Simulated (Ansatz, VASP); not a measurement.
One calculation of Cd, two programs

INCAR

```
SYSTEM = Cd
ALGO = Normal ; EDIFF = 1E-6
EDIFFG = -0.01 ; ENCUT = 600
GGA = PS ; IBRION = 2
ISIF = 3 ; ISMEAR = -1
LASPH = .True. ; LCHARG = .False.
LREAL = .False. ; LWAVE = .False.
NELM = 80 ; NSW = 80
PREC = Accurate ; SIGMA = 0.1
```

The input KPOINTS:

```
k-points
0
Gamma
  9 9 9
  0 0 0
```

The input POSCAR:

```
Cd
1.0
    0.0000000000      3.0772608027      3.0772608027
    3.0772608027      0.0000000000      3.0772608027
    3.0772608027      3.0772608027      0.0000000000
Cd
2
Direct
    0.1250000000      0.1250000000      0.1250000000
    0.8750000000      0.8750000000      0.8750000000
```

Input for Ansatz:

```yaml
crystal:
  lattice:
    - [0.0, 3.0772608027, 3.0772608027]
    - [3.0772608027, 0.0, 3.0772608027]
    - [3.0772608027, 3.0772608027, 0.0]
  atoms:
    - { symbol: Cd, position: [0.125, 0.125, 0.125] }
    - { symbol: Cd, position: [0.875, 0.875, 0.875] }
hamiltonian:
  xc: pbesol
  pseudopotentials:
    kind: paw
    azcp:
      Cd: "pseudopotentials/Cd.paw.azcp"
basis:
  ecutwfc: 420
  fft_grid_basis: typed
kpoints:
  mp_grid: { grid: [9, 9, 9], shift: [0, 0, 0] }
magnetization:
  spin_polarized: false
scf:
  occupations: { method: fermi_dirac, width: 0.1 }
relax:
  max_steps: 60
  f_tol: 0.01
  cell: {}
```

Alike in both runs: task relaxation of cell and atoms; functional PBEsol; k mesh 9 × 9 × 9; occupations fermi-dirac, width 0.1 eV; no spin polarisation.

|  | VASP | Ansatz |
| --- | --- | --- |
| version | VASP 6.6.1 | Ansatz 0.2.0 |
| potentials or method | VASP PAW PBE potentials, release 64 (Cd), cutoff 600 eV | plane waves (420 eV) with PAW, scalar-relativistic |
| valence electrons in the cell | 24 | 40 |

```csv
,VASP,Ansatz,Ansatz less VASP
relaxed volume (Å³/atom),33.71,33.41,-0.296
relaxed cell length with the largest relative difference (Å),4.568,4.555,-0.0134
```

VASP's potentials were made for PBE, not for PBEsol, and Ansatz warns of the same on its side. VASP's potentials hold 24 valence electrons a cell and Ansatz's 40, so a difference there can come from the potentials and not from the codes.

Noted on VASP's run: the volume moved by over 15 % at a fixed basis, so the end points are rough.
